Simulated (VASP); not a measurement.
# Pt in VASP: single point with PBE

Aim: the single point of Pt with PBE.

Everything below comes from runs of VASP 6.6.1. Logs are shortened: lines on timing, memory, paths and dates and some standing lists are left out, and cuts for length are marked.

## 1. The cell of the first run

The cell holds a slab with vacuum, 3 atoms: a = 2.909 Å, b = 2.909 Å, c = 28.784 Å, α = 90.00°, β = 90.00°, γ = 120.00°.

## 2. Single point, PBE

INCAR reads:

```
PREC = Accurate ; ENCUT = 400
EDIFF = 1E-6 ; ISMEAR = 1
SIGMA = 0.1 ; LREAL = False
LASPH = True ; NELM = 120
ALGO = Normal ; ISIF = 2
LWAVE = False ; LCHARG = False
LDIPOL = True ; IDIPOL = 3
DIPOL = 0.5 0.5 0.319 ; GGA = PE
NBANDS = 22 ; GGA_COMPAT = False
NELMDL = -8
```

KPOINTS reads:

```
regular mesh
0
Gamma
  15 15 1
```

POSCAR reads:

```
Pt
1.0
    2.9094746971      0.0000000000      0.0000000000
   -1.4547373485      2.5196789993      0.0000000000
    0.0000000000      0.0000000000     28.7840566379
Pt
3
Direct
    0.0000000000      0.0000000000      0.2431901830
    0.6666666667      0.3333333333      0.3189363618
    0.3333333333      0.6666666667      0.3949111247
```

Potentials or basis: VASP PAW PBE potentials, release 64 (Pt).

Launch:

```bash
cat potpaw_PBE.64/Pt/POTCAR > POTCAR
mpirun -np 1 vasp_std > vasp.out
```

OUTCAR:

```text
PREC = Accurate
   ENCUT = 400
   EDIFF = 1E-6
   ISMEAR = 1
   LREAL = False
   LASPH = True
   NELM = 120
   ISIF = 2
   GGA = PE
   NELMDL = -8

 ion  position               nearest neighbor table
   1  0.000  0.000  0.243-   2 2.75   2 2.75   2 2.75
   2  0.667  0.333  0.319-   1 2.75   1 2.75   1 2.75   3 2.76   3 2.76   3 2.76
   3  0.333  0.667  0.395-   2 2.76   2 2.76   2 2.76

  LATTYP: Found a hexagonal cell.
 ALAT       =     2.9094746971
 C/A-ratio  =     9.8932142859

  Lattice vectors:

 A1 = (   2.9094746971,   0.0000000000,   0.0000000000)
 A2 = (  -1.4547373485,   2.5196789993,   0.0000000000)
 A3 = (   0.0000000000,   0.0000000000,  28.7840566379)

Analysis of symmetry for initial positions (statically):
=====================================================================
 Subroutine PRICEL returns:
 Original cell was already a primitive cell.

 Routine SETGRP: Setting up the symmetry group for a
 hexagonal supercell.

 Subroutine GETGRP returns: Found  6 space group operations
 (whereof  6 operations were pure point group operations)
 out of a pool of 24 trial point group operations.

The static configuration has the point symmetry C_3v.

Analysis of symmetry for dynamics (positions and initial velocities):
=====================================================================
 Subroutine PRICEL returns:
 Original cell was already a primitive cell.

 Routine SETGRP: Setting up the symmetry group for a
 hexagonal supercell.

 Subroutine GETGRP returns: Found  6 space group operations
 (whereof  6 operations were pure point group operations)
 out of a pool of 24 trial point group operations.

The dynamic configuration has the point symmetry C_3v.

 Subroutine INISYM returns: Found  6 space group operations
 (whereof  6 operations are pure point group operations),
 and found     1 'primitive' translations

----------------------------------------------------------------------------------------

                                     Primitive cell

  volume of cell :     211.0143

  direct lattice vectors                    reciprocal lattice vectors
     2.909474697  0.000000000  0.000000000     0.343704656  0.198437976  0.000000000
    -1.454737348  2.519678999  0.000000000     0.000000000  0.396875951  0.000000000
     0.000000000  0.000000000 28.784056638     0.000000000  0.000000000  0.034741455

  length of vectors
     2.909474697  2.909474697 28.784056638     0.396875951  0.396875951  0.034741455

  position of ions in fractional coordinates (direct lattice)
     0.000000000  0.000000000  0.243190183
     0.666666667  0.333333333  0.318936362
     0.333333333  0.666666667  0.394911125

  ion indices of the primitive-cell ions
   primitive index   ion index
                 1           1
                 2           2
                 3           3

----------------------------------------------------------------------------------------

 KPOINTS: regular mesh

Automatic generation of k-mesh.
 Grid dimensions read from file:
 generate k-points for:   15   15    1

 Generating k-lattice:

  Cartesian coordinates                     Fractional coordinates (reciprocal lattice)
     0.022913644  0.013229198  0.000000000     0.066666667  0.000000000  0.000000000
     0.000000000  0.026458397  0.000000000     0.000000000  0.066666667  0.000000000
     0.000000000  0.000000000  0.034741455     0.000000000  0.000000000  1.000000000

  Length of vectors
     0.026458397  0.026458397  0.034741455

  Shift w.r.t. Gamma in fractional coordinates (k-lattice)
     0.000000000  0.000000000  0.000000000

 Subroutine IBZKPT returns following result:
 ===========================================

 Found     27 irreducible k-points:

 Following reciprocal coordinates:
            Coordinates               Weight
  0.000000  0.000000  0.000000      1.000000
  0.066667 -0.000000  0.000000      6.000000
  0.133333 -0.000000  0.000000      6.000000
  0.200000 -0.000000  0.000000      6.000000
  0.266667 -0.000000  0.000000      6.000000
  0.333333 -0.000000  0.000000      6.000000
[... 16 lines left out ...]
  0.333333  0.200000  0.000000     12.000000
  0.400000  0.200000  0.000000      6.000000
 [... further k-points ...]
   k-points           NKPTS =     27   k-points in BZ     NKDIM =     27   number of bands    NBANDS=     22
   number of dos      NEDOS =    301   number of ions     NIONS =      3
   total plane-waves  NPLWV =  76800
   dimension x,y,z NGX =    20 NGY =   20 NGZ =  192
   dimension x,y,z NGXF=    40 NGYF=   40 NGZF=  384
   ions per type =               3
   NGX,Y,Z   is equivalent  to a cutoff of  11.43, 11.43, 11.09 a.u.
   NGXF,Y,Z  is equivalent  to a cutoff of  22.86, 22.86, 22.18 a.u.
 SYSTEM =  unknown system
   PREC   = accura    normal or accurate (medium, high low for compatibility)
   ISTART =      0    job   : 0-new  1-cont  2-samecut
   ICHARG =      2    charge: 1-file 2-atom 10-const
   ISPIN  =      1    spin polarized calculation?
   LNONCOLLINEAR =      F non collinear calculations
   LSORBIT =      F    spin-orbit coupling
   LASPH  =      T    aspherical Exc in radial PAW
   ENCUT  =  400.0 eV  29.40 Ry    5.42 a.u.   4.74  4.74 46.94*2*pi/ulx,y,z
   NELM   =    120;   NELMIN=  2; NELMDL= -8     # of ELM steps
   EDIFF  = 0.1E-05   stopping-criterion for ELM
   LREAL  =      F    real-space projection
   EDIFFG = 0.1E-04   stopping-criterion for IOM
   NSW    =      0    number of steps for IOM
   IBRION =     -1    ionic relax: 0-MD 1-quasi-New 2-CG
   NFREE  =      0    steps in history (QN), initial steepest desc. (CG)
   ISIF   =      2    stress and relaxation
   ISYM   =      2    0-nonsym 1-usesym 2-fastsym
   POTIM  = 0.5000    time-step for ionic-motion
   TEBEG  =    0.0;   TEEND  =   0.0 temperature during run
   PSTRESS=    0.0 pullay stress
   NELECT =      30.0000    total number of electrons
   NUPDOWN=      -1.0000    fix difference up-down
   EMIN   =  10.00;   EMAX   =-10.00  energy-range for DOS
   EFERMI =   0.00;   METHOD = LEGACY
   ISMEAR =     1;   SIGMA  =   0.10  broadening in eV -4-tet -1-fermi 0-gaus
   EFERMI_NEDOS =   21; number of points for ismear=-14 and -15
   IALGO  =     38    algorithm
   IMIX   =      4    mixing-type and parameters
     AMIX     =   0.40;   BMIX     =  1.00
     AMIX_MAG =   1.60;   BMIX_MAG =  1.00
  volume/ion in A,a.u.               =      70.34       474.66
  Fermi-wavevector in a.u.,A,eV,Ry     =   0.854433  1.614644  9.933010  0.730056
  Thomas-Fermi vector in A             =   1.971028
   LORBIT       =      0    0 simple, 1 ext, 2 COOP (PROOUT), +10 PAW based schemes
   GGA     = PE    functional components
   LHFCALC =     F    Hartree Fock is set to
   AEXX    =    0.0000 exact exchange contribution
   IVDW    =     0    specifies the selected vdW correction
   LEPSILON=     F    determine dielectric tensor
   LRPA    =     F    only Hartree local field effects (RPA)
 non-spin polarized calculation
 Methfessel and Paxton  Order N= 1 SIGMA  =   0.10
  energy-cutoff  :      400.00
  volume of cell :      211.01
 maximum number of plane-waves:      3861
 NGX is ok and might be reduce to    20
   NGX =  9   NGY =  9   NGZ = 93

 dipolmoment           0.000000      0.000000      0.000109 electrons x Angstroem

 number of electron      29.9999998 magnetization

 dipolmoment           0.000000      0.000000     -0.000124 electrons x Angstroem

 Free energy of the ion-electron system (eV)
  ---------------------------------------------------
  ext. energy  EPLUGINS =         0.00000000
  ---------------------------------------------------
  free energy    TOTEN  =       -16.57262938 eV

  energy without entropy =      -16.57347479  energy(sigma->0) =      -16.57291118

 E-fermi :  -2.1065     XC(G=0):  -3.6517

 val. band max:       -2.1112649374   @ k =   0.3333  -0.0000   0.0000
 cond. band min:      -2.1056626517   @ k =   0.1333   0.0667   0.0000
 fundamental gap:      0.0056022858
 Fermi energy:        -2.1064564005

 k-point     1 :       0.0000    0.0000    0.0000
  band No.  band energies     occupation
      1     -10.6323      2.00000
      2      -8.6596      2.00000
      3      -8.2354      2.00000
      4      -5.4222      2.00000
      5      -5.4222      2.00000
      6      -5.2106      2.00000
[... 14 lines left out ...]
     21       3.4892      0.00000
     22       3.7628      0.00000

 k-point     2 :       0.0667   -0.0000    0.0000
  band No.  band energies     occupation
      1     -10.4969      2.00000
      2      -8.5267      2.00000
      3      -8.1146      2.00000
      4      -5.5709      2.00000
      5      -5.3449      2.00000
      6      -5.3326      2.00000
[... 14 lines left out ...]
     21       3.6025      0.00000
     22       3.8644      0.00000

 k-point     3 :       0.1333   -0.0000    0.0000
  band No.  band energies     occupation
      1     -10.1071      2.00000
      2      -8.1602      2.00000
      3      -7.7820      2.00000
      4      -5.8934      2.00000
      5      -5.5838      2.00000
      6      -5.1802      2.00000
[... 14 lines left out ...]
     21       3.9420      0.00000
     22       4.1684      0.00000

 k-point     4 :       0.2000   -0.0000    0.0000
  band No.  band energies     occupation
      1      -9.5212      2.00000
      2      -7.7081      2.00000
      3      -7.3470      2.00000
      4      -6.2044      2.00000
      5      -5.9035      2.00000
      6      -5.2105      2.00000
[... 14 lines left out ...]
     21       4.5037      0.00000
     22       4.6748      0.00000

 k-point     5 :       0.2667   -0.0000    0.0000
  band No.  band energies     occupation
      1      -8.8685      2.00000
      2      -7.4869      2.00000
      3      -7.1004      2.00000
      4      -6.3988      2.00000
      5      -6.0451      2.00000
      6      -5.0951      2.00000
[... 14 lines left out ...]
     21       5.2709      0.00000
     22       5.3875      0.00000

 k-point     6 :       0.3333   -0.0000    0.0000
  band No.  band energies     occupation
      1      -8.3600      2.00000
      2      -7.5560      2.00000
      3      -7.2042      2.00000
      4      -6.6458      2.00000
      5      -5.8030      2.00000
      6      -5.1850      2.00000
[... 14 lines left out ...]
     21       6.0354      0.00000
     22       6.2841      0.00000

 k-point     7 :       0.4000   -0.0000    0.0000
  band No.  band energies     occupation
      1      -8.1271      2.00000
      2      -7.7044      2.00000
      3      -7.3460      2.00000
      4      -6.8428      2.00000
      5      -5.7412      2.00000
      6      -5.2761      2.00000
[... 324 lines left out ...]
      6      -5.5077      2.00000
[... 14 lines left out ...]
     21       5.4216      0.00000
     22       7.2853      0.00000

 k-point    21 :       0.2000    0.2000    0.0000
  band No.  band energies     occupation
      1      -7.9714      2.00000
      2      -7.1999      2.00000
      3      -6.6325      2.00000
      4      -6.5372      2.00000
      5      -5.8845      2.00000
      6      -5.6989      2.00000
[... 14 lines left out ...]
     21       6.4746      0.00000
     22       6.4806      0.00000

 k-point    22 :       0.2667    0.2000    0.0000
  band No.  band energies     occupation
      1      -7.5746      2.00000
      2      -7.2592      2.00000
      3      -6.7976      2.00000
      4      -6.2943      2.00000
      5      -6.0767      2.00000
      6      -5.7323      2.00000
[... 14 lines left out ...]
     21       6.0293      0.00000
     22       6.8922      0.00000

 k-point    23 :       0.3333    0.2000    0.0000
  band No.  band energies     occupation
      1      -7.4172      2.00000
      2      -7.3259      2.00000
      3      -6.9111      2.00000
      4      -6.3054      2.00000
      5      -6.0531      2.00000
      6      -5.6870      2.00000
[... 14 lines left out ...]
     21       6.0021      0.00000
     22       6.3932      0.00000

 k-point    24 :       0.4000    0.2000    0.0000
  band No.  band energies     occupation
      1      -7.3837      2.00000
      2      -7.3536      2.00000
      3      -6.9474      2.00000
      4      -6.3534      2.00000
      5      -6.0524      2.00000
      6      -5.5990      2.00000
[... 14 lines left out ...]
     21       5.3310      0.00000
     22       6.4361      0.00000

 [... further k-points ...]

------------------------ aborting loop because EDIFF is reached ----------------------------------------

 vacuum level on the upper side and lower side of the slab       (xc-potential included)        -0.009        -0.006

  FORCE on cell =-STRESS in cart. coord.  units (eV):
  Direction    XX          YY          ZZ          XY          YZ          ZX
  --------------------------------------------------------------------------------------
  -------------------------------------------------------------------------------------
  Total       -6.3860307     -6.3860307     -0.2373581     -0.0000000      0.0000000      0.0000000
  in kB      -48.4874990    -48.4874990     -1.8021995     -0.0000000      0.0000000      0.0000000
  external PRESSURE =     -32.9257325 kB  Pullay stress =       0.0000000 kB

 VOLUME and BASIS-vectors are now :
 -----------------------------------------------------------------------------
  energy-cutoff  :      400.00
  volume of cell :      211.01
      direct lattice vectors                 reciprocal lattice vectors
     2.909474697  0.000000000  0.000000000     0.343704656  0.198437976  0.000000000
    -1.454737348  2.519678999  0.000000000     0.000000000  0.396875951  0.000000000
     0.000000000  0.000000000 28.784056638     0.000000000  0.000000000  0.034741455

 POSITION                                       TOTAL-FORCE (eV/Angst)
 -----------------------------------------------------------------------------------
      0.00000      0.00000      7.00000         0.000000     -0.000000      0.027264
      1.45474      0.83989      9.18028        -0.000000     -0.000000      0.034463
     -0.00000      1.67979     11.36714        -0.000000      0.000000     -0.061727
 -----------------------------------------------------------------------------------
    total drift:                                0.000000     -0.000000      0.000025

  FREE ENERGIE OF THE ION-ELECTRON SYSTEM (eV)
  ---------------------------------------------------
  free  energy   TOTEN  =       -16.5726293785 eV

  energy  without entropy=      -16.5734747919  energy(sigma->0) =      -16.57291118

 vacuum level on the upper side and lower side of the slab         3.571         3.574
```

Run time: 2.7 min. Hardware: 1 thread of Intel Xeon 6975P-C, shared host; peak memory 0.27 GiB.

What came out:

```
Free energy            : -16.5726 eV
Largest force          : 0.062 eV/Å
Band gap on the k mesh : zero (band 15 reaches -1.75 eV, above the bottom of band 16 at -2.82 eV)
```

Forces on the atoms (eV/Å):
```
Pt   0.000  0.000  0.027
Pt   0.000  0.000  0.034
Pt   0.000  0.000 -0.062
```

Levels at points of the mesh, in eV from the Fermi level:
| k point | band 13 | band 14 | band 15 | band 16 | band 17 | band 18 |
| --- | --- | --- | --- | --- | --- | --- |
| (0.00, 0.00, 0.00) | -1.35 | -0.90 | -0.90 | -0.47 | 0.05 | 0.05 |

Caveat: spin-orbit coupling is left out, which moves the levels of the heavy elements.
